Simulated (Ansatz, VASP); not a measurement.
**LiF in VASP and in Ansatz**

```
Li F
1.0
     2.68751    0.00000    0.00000
     0.00000    2.68751    0.00000
     0.00000    0.00000    2.49554
Li F
1 1
Direct
  0.00000 0.00000 0.00000
  0.50000 0.50000 0.50000
```

Change from the starting cell: strain +0.050 along x and y, -0.025 along z, atoms carried along.

Alike in both runs: task single point; functional LDA; k mesh 10 × 10 × 10; occupations gaussian, width 0.05 eV; no spin polarisation.

```csv
,VASP,Ansatz
version,VASP 6.6.1,Ansatz 0.2.0
potentials or method,"VASP PAW LDA potentials, release 64 (Li_sv, F), cutoff 520 eV","scalar-relativistic, plane waves, PAW"
valence electrons in the cell,10,10
```

|  | VASP | Ansatz | Ansatz less VASP |
| --- | --- | --- | --- |
| gap on the k mesh at the Fermi level (eV) | 6.33 | 6.34 | +0.006 |
| least direct gap on the mesh (eV) | 6.78 | 6.79 | +0.003 |

LDA's correlation is that of Perdew and Zunger in VASP and of Perdew and Wang (1992) in Ansatz.

Noted on VASP's run: the cutoff is short for stress, so the pressure is rough.
